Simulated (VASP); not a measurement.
Te2Mo, 6 atoms in the cell. The typed cell holds 6 atoms: a = 3.518 Å, b = 3.518 Å, c = 13.974 Å, α = 90.00°, β = 90.00°, γ = 120.00°.  This cell differs from its parent crystal: atoms moved at random.

| Quantity | Value |
| --- | --- |
| Program | VASP 6.6.1 |
| Task | single point |
| Functional | PBE |
| Potentials or basis | VASP PAW PBE potentials, release 64 (Te, Mo_sv) |
| Cutoff | 520 eV |
| k mesh | 9 × 9 × 2 |
| Occupations | fermi-dirac, width 0.05 eV |
| Spin | no spin polarisation |
| Dipole correction | no |
| Further INCAR settings | ALGO = Normal; EDIFF = 1e-06; NBANDS = 35 |

Potentials or basis: VASP PAW PBE potentials, release 64 (Te, Mo_sv).

Run with:

```console
$ cat potpaw_PBE.64/Te/POTCAR potpaw_PBE.64/Mo_sv/POTCAR > POTCAR
$ mpirun -np 1 vasp_std > vasp.out
```

Hardware: 1 thread of AMD EPYC 9R45 96-Core Processor (Zen 5) (shared host).

How long does it take, and how much memory?

It took 4.6 min on 1 thread of AMD EPYC 9R45 96-Core Processor (Zen 5) (shared host), peak memory 0.47 GiB. Counts: scf iterations 17, k points 82.
